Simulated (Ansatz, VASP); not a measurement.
# SnO: VASP beside Ansatz

INCAR

```
  PREC = Accurate
  ENCUT = 600
  EDIFF = 1E-7
  ISMEAR = 0
  SIGMA = 0.02
  LREAL = False
  LASPH = True
  NELM = 80
  ALGO = Normal
  ISIF = 3
  LWAVE = False
  LCHARG = False
  GGA = PS
  IVDW = 12
  IBRION = 2
  NSW = 100
  EDIFFG = -0.005
```

The input KPOINTS:

```
regular mesh
0
Gamma
  8 6 8
```

The input POSCAR:

```
SnO
1.0
    3.2998498155      0.0000000000      0.0000000000
    0.0000000000      5.5976080479      0.0000000000
    0.0000000000      0.0000000000      3.6297435972
Sn O
2 2
Direct
    0.0000000000      0.2426998134      0.5421031601
    0.5000000000      0.7573001866      0.0421031601
    0.0000000000      0.8768136142      0.7078978399
    0.5000000000      0.1231863858      0.2078978399
```

Input for Ansatz:

```yaml
crystal:
  lattice:
    - [3.2998498155, 0.0, 0.0]
    - [0.0, 5.5976080479, 0.0]
    - [0.0, 0.0, 3.6297435972]
  atoms:
    - { symbol: Sn, position: [0.0, 0.2426998134, 0.5421031601] }
    - { symbol: Sn, position: [0.5, 0.7573001866, 0.0421031601] }
    - { symbol: O, position: [0.0, 0.8768136142, 0.7078978399] }
    - { symbol: O, position: [0.5, 0.1231863858, 0.2078978399] }
basis:
  ecutwfc: 420
kpoints:
  mp_grid: { grid: [8, 6, 8] }
hamiltonian:
  xc: pbesol
  dispersion: d3bj
scf:
  occupations: { method: gaussian, width: 0.02 }
output:
  forces: true
  stress: true
  eigenvalues: true
relax:
  adjacent_minimum: "off"
  f_tol: 0.005
  max_steps: 80
  cell: { stress_tol: 0.05 }
```

Alike in both runs: task relaxation of cell and atoms; functional PBEsol; dispersion D3(BJ); k mesh 8 × 6 × 8; occupations gaussian, width 0.02 eV; no spin polarisation.

|  | VASP | Ansatz |
| --- | --- | --- |
| version | VASP 6.6.1 | Ansatz 0.2.0 |
| potentials or method | VASP PAW PBE potentials, release 64 (Sn_d, O), cutoff 600 eV | scalar-relativistic, plane waves, PAW |
| valence electrons in the cell | 40 | 40 |

|  | VASP | Ansatz | Ansatz less VASP |
| --- | --- | --- | --- |
| gap on the k mesh at the Fermi level, each at its own relaxed structure (eV) | 0.97 | 1.00 | +0.031 |
| relaxed volume (Å³/atom) | 16.62 | 16.76 | +0.137 |
| relaxed length of the cell vector where the two differ most in proportion (Å) | 3.594 | 3.630 | +0.0360 |

VASP's potentials were made for PBE, not for PBEsol.
